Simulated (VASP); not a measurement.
# TaAl3O in VASP: further runs

The runs below take TaAl3O through single point, relaxation of cell and atoms, with PBE.

Everything below comes from runs of VASP 6.6.1. Logs are shortened: lines on timing, memory, paths and dates and some standing lists are left out, and cuts for length are marked.

## 1. The cell of the first run

The structure is hexagonal, space group P-62m (No. 189). The conventional cell has a = 5.136 Å, b = 5.136 Å, c = 5.284 Å, α = 90.00°, β = 90.00°, γ = 120.00°. Within 3.3 Å of Ta (site symmetry -62m) lie 6 Al at 2.48 to 2.66 Å and 2 O at 2.64 Å. Al (site symmetry m2m) has 2 Ta at 2.48 to 2.66 Å and 4 Al at 2.57 Å within 3.3 Å. O (site symmetry -62m) has 2 Ta at 2.64 Å within 3.5 Å.

## 2. Single point, PBE

Contents of INCAR:

```
  PREC = Accurate
  ENCUT = 520
  EDIFF = 1E-7
  ISMEAR = 0
  SIGMA = 0.1
  LREAL = F
  LASPH = T
  NELM = 100
  ALGO = Normal
  ISIF = 2
  LWAVE = F
  LCHARG = F
  GGA = PE
  NBANDS = 21
```

Contents of KPOINTS:

```
regular mesh
0
Gamma
  6 6 4
```

Contents of POSCAR:

```
TaAl3O
1.0
    5.1364431300      0.0000000000      0.0000000000
   -2.5682215600      4.4482902300      0.0000000000
    0.0000000000      0.0000000000      5.2835178500
Ta Al O
1 3 1
Direct
    0.0000000000      0.0000000000      0.5000000000
    0.4821317900      0.0000000000      0.5000000000
    0.0000000000      0.4821317900      0.5000000000
    0.5178682100      0.5178682100      0.5000000000
    0.0000000000      0.0000000000      0.0000000000
```

Potentials or basis: VASP PAW PBE potentials, release 64 (Ta_pv, Al, O).

On the command line:

```bash
$ cat potpaw_PBE.64/Ta_pv/POTCAR potpaw_PBE.64/Al/POTCAR potpaw_PBE.64/O/POTCAR > POTCAR
$ mpirun -np 1 vasp_std > vasp.out
```

OUTCAR:

```text
PREC = Accurate
   ENCUT = 520
   EDIFF = 1E-7
   ISMEAR = 0
   LREAL = F
   LASPH = T
   NELM = 100
   ISIF = 2
   GGA = PE

 ion  position               nearest neighbor table
   1  0.000  0.000  0.500-   3 2.48   4 2.48   2 2.48   5 2.64   5 2.64   3 2.66   4 2.66   2 2.66

   2  0.482  0.000  0.500-   1 2.48   4 2.57   4 2.57   3 2.57   3 2.57   1 2.66
   3  0.000  0.482  0.500-   1 2.48   2 2.57   2 2.57   4 2.57   4 2.57   1 2.66
   4  0.518  0.518  0.500-   1 2.48   2 2.57   2 2.57   3 2.57   3 2.57   1 2.66
   5  0.000  0.000  0.000-   1 2.64   1 2.64

  LATTYP: Found a hexagonal cell.
 ALAT       =     5.1364431300
 C/A-ratio  =     1.0286335731

  Lattice vectors:

 A1 = (   5.1364431300,   0.0000000000,   0.0000000000)
 A2 = (  -2.5682215600,   4.4482902300,   0.0000000000)
 A3 = (   0.0000000000,   0.0000000000,   5.2835178500)

Analysis of symmetry for initial positions (statically):
=====================================================================
 Subroutine PRICEL returns:
 Original cell was already a primitive cell.

 Routine SETGRP: Setting up the symmetry group for a
 hexagonal supercell.

 Subroutine GETGRP returns: Found 12 space group operations
 (whereof 12 operations were pure point group operations)
 out of a pool of 24 trial point group operations.

The static configuration has the point symmetry D_3h.

Analysis of symmetry for dynamics (positions and initial velocities):
=====================================================================
 Subroutine PRICEL returns:
 Original cell was already a primitive cell.

 Routine SETGRP: Setting up the symmetry group for a
 hexagonal supercell.

 Subroutine GETGRP returns: Found 12 space group operations
 (whereof 12 operations were pure point group operations)
 out of a pool of 24 trial point group operations.

The dynamic configuration has the point symmetry D_3h.

 Subroutine INISYM returns: Found 12 space group operations
 (whereof 12 operations are pure point group operations),
 and found     1 'primitive' translations

----------------------------------------------------------------------------------------

                                     Primitive cell

  volume of cell :     120.7199

  direct lattice vectors                    reciprocal lattice vectors
     5.136443130  0.000000000  0.000000000     0.194687252  0.112402737  0.000000000
[... 89 lines left out ...]
   LREAL  =      F    real-space projection
   EDIFFG = 0.1E-05   stopping-criterion for IOM
   NSW    =      0    number of steps for IOM
   IBRION =     -1    ionic relax: 0-MD 1-quasi-New 2-CG
   NFREE  =      0    steps in history (QN), initial steepest desc. (CG)
   ISIF   =      2    stress and relaxation
   ISYM   =      2    0-nonsym 1-usesym 2-fastsym
   POTIM  = 0.5000    time-step for ionic-motion
   TEBEG  =    0.0;   TEEND  =   0.0 temperature during run
   PSTRESS=    0.0 pullay stress
   NELECT =      26.0000    total number of electrons
   NUPDOWN=      -1.0000    fix difference up-down
   EMIN   =  10.00;   EMAX   =-10.00  energy-range for DOS
   EFERMI =   0.00;   METHOD = LEGACY
   ISMEAR =     0;   SIGMA  =   0.10  broadening in eV -4-tet -1-fermi 0-gaus
   EFERMI_NEDOS =   21; number of points for ismear=-14 and -15
   IALGO  =     38    algorithm
   IMIX   =      4    mixing-type and parameters
     AMIX     =   0.40;   BMIX     =  1.00
     AMIX_MAG =   1.60;   BMIX_MAG =  1.00
  volume/ion in A,a.u.               =      24.14       162.93
  Fermi-wavevector in a.u.,A,eV,Ry     =   0.981310  1.854408 13.102001  0.962970
  Thomas-Fermi vector in A             =   2.112307
   LORBIT       =      0    0 simple, 1 ext, 2 COOP (PROOUT), +10 PAW based schemes
   GGA     = PE    functional components
   LHFCALC =     F    Hartree Fock is set to
   AEXX    =    0.0000 exact exchange contribution
   IVDW    =     0    specifies the selected vdW correction
   LEPSILON=     F    determine dielectric tensor
   LRPA    =     F    only Hartree local field effects (RPA)
 non-spin polarized calculation
 Gauss-broadening in eV      SIGMA  =   0.10
  energy-cutoff  :      520.00
  volume of cell :      120.72
 maximum number of plane-waves:      3284
 NGX is ok and might be reduce to    40
   NGX = 19   NGY = 19   NGZ = 19

 number of electron      25.9999997 magnetization

 Free energy of the ion-electron system (eV)
  ---------------------------------------------------
  ext. energy  EPLUGINS =         0.00000000
  ---------------------------------------------------
  free energy    TOTEN  =       -24.79523689 eV

  energy without entropy =      -24.77922104  energy(sigma->0) =      -24.78722896

 E-fermi :   1.9243     XC(G=0):  -8.2452

 val. band max:        1.8826181114   @ k =   0.3333   0.0000   0.5000
 cond. band min:       1.9719681919   @ k =   0.0000   0.0000   0.2500
 fundamental gap:      0.0893500805
 Fermi energy:         1.9242893177

 k-point     1 :       0.0000    0.0000    0.0000
  band No.  band energies     occupation
      1     -32.5849      2.00000
      2     -32.2211      2.00000
      3     -32.2211      2.00000
      4     -13.9300      2.00000
      5      -6.4118      2.00000
      6      -0.9333      2.00000
[... 493 lines left out ...]
     20       5.7723      0.00000
     21       6.9152      0.00000

------------------------ aborting loop because EDIFF is reached ----------------------------------------

  FORCE on cell =-STRESS in cart. coord.  units (eV):
  Direction    XX          YY          ZZ          XY          YZ          ZX
  --------------------------------------------------------------------------------------
  -------------------------------------------------------------------------------------
  Total       13.1547430     13.1547429    -16.4965960      0.0000000     -0.0000000      0.0000000
  in kB      174.5879118    174.5879114   -218.9405191      0.0000002     -0.0000000      0.0000000
  external PRESSURE =      43.4117680 kB  Pullay stress =       0.0000000 kB

 VOLUME and BASIS-vectors are now :
 -----------------------------------------------------------------------------
  energy-cutoff  :      520.00
  volume of cell :      120.72
      direct lattice vectors                 reciprocal lattice vectors
     5.136443130  0.000000000  0.000000000     0.194687252  0.112402737  0.000000000
    -2.568221560  4.448290230  0.000000000     0.000000000  0.224805475  0.000000000
     0.000000000  0.000000000  5.283517850     0.000000000  0.000000000  0.189267838

 POSITION                                       TOTAL-FORCE (eV/Angst)
 -----------------------------------------------------------------------------------
      0.00000      0.00000      2.64176         0.000000      0.000000     -0.000000
      2.47644      0.00000      2.64176         1.450795      0.000000      0.000000
     -1.23822      2.14466      2.64176        -0.725397      1.256425     -0.000000
      1.33000      2.30363      2.64176        -0.725397     -1.256425     -0.000000
      0.00000      0.00000      0.00000         0.000000      0.000000     -0.000000
 -----------------------------------------------------------------------------------
    total drift:                               -0.000001     -0.000002      0.000001

  FREE ENERGIE OF THE ION-ELECTRON SYSTEM (eV)
  ---------------------------------------------------
  free  energy   TOTEN  =       -24.7952368862 eV

  energy  without entropy=      -24.7792210359  energy(sigma->0) =      -24.78722896
```

OSZICAR:

```text
N       E                     dE             d eps       ncg     rms          rms(c)
DAV:   1     0.115394153416E+03    0.11539E+03   -0.11485E+04   906   0.103E+03
DAV:   2    -0.198836487743E+02   -0.13528E+03   -0.13019E+03  1179   0.222E+02
DAV:   3    -0.278258542899E+02   -0.79422E+01   -0.77704E+01  1102   0.464E+01
DAV:   4    -0.279982001769E+02   -0.17235E+00   -0.17169E+00  1133   0.714E+00
DAV:   5    -0.280019665343E+02   -0.37664E-02   -0.37654E-02  1176   0.112E+00    0.153E+01
DAV:   6    -0.305160040296E+02   -0.25140E+01   -0.63915E+01   952   0.258E+01    0.232E+01
DAV:   7    -0.253910190945E+02    0.51250E+01   -0.61017E+01  1042   0.134E+01    0.674E+00
DAV:   8    -0.247947266391E+02    0.59629E+00   -0.26005E+00   992   0.653E+00    0.149E+00
DAV:   9    -0.247942812748E+02    0.44536E-03   -0.14915E-01  1082   0.184E+00    0.873E-01
DAV:  10    -0.247974077145E+02   -0.31264E-02   -0.10502E-01   965   0.114E+00    0.608E-01
DAV:  11    -0.247952904242E+02    0.21173E-02   -0.51877E-02  1107   0.703E-01    0.308E-01
DAV:  12    -0.247950884536E+02    0.20197E-03   -0.70338E-03   978   0.290E-01    0.403E-02
DAV:  13    -0.247952293366E+02   -0.14088E-03   -0.36302E-04  1041   0.881E-02    0.387E-02
DAV:  14    -0.247952310419E+02   -0.17053E-05   -0.14104E-04  1092   0.435E-02    0.839E-03
DAV:  15    -0.247952376044E+02   -0.65625E-05   -0.29597E-05  1001   0.194E-02    0.106E-02
DAV:  16    -0.247952367918E+02    0.81265E-06   -0.15028E-05  1142   0.113E-02    0.428E-03
DAV:  17    -0.247952368862E+02   -0.94422E-07   -0.84112E-07   994   0.387E-03
   1 F= -.24795237E+02 E0= -.24787229E+02  d E =-.160159E-01
```

stdout:

```text
POSCAR found type information on POSCAR TaAlO
 POSCAR found :  3 types and       5 ions
 scaLAPACK will be used
 LDA part: xc-table for (Slater+PW92), standard interpolation
 POSCAR, INCAR and KPOINTS ok, starting setup
 FFT: planning ... GRIDC
 FFT: planning ... GRID_SOFT
 FFT: planning ... GRID
 WAVECAR not read
 entering main loop
```

Wall time 57 s (1 thread of Intel Xeon Platinum 8488C (Sapphire Rapids), shared host); peak memory 0.26 GiB.

Results:

| Quantity | Value |
| --- | --- |
| Free energy | -24.7952 eV |
| Pressure | 4.3 GPa |
| Largest force | 1.451 eV/Å |
| Band gap on the k mesh | zero (band 13 reaches 2.39 eV, above the bottom of band 14 at 1.31 eV) |

Forces on the atoms (eV/Å):
```
Ta   0.000  0.000  0.000
Al   1.451  0.000  0.000
Al  -0.725  1.256  0.000
Al  -0.725 -1.256  0.000
O    0.000  0.000  0.000
```

Stress tensor (GPa, compression positive):
```
 17.46   0.00   0.00
  0.00  17.46   0.00
  0.00   0.00 -21.89
```

Caveat: spin-orbit coupling is left out, which moves the levels of the heavy elements; forces of over 1 eV/Å act on the atoms, so gaps and moduli don't describe the material at rest.

[end of part 1 of 2]
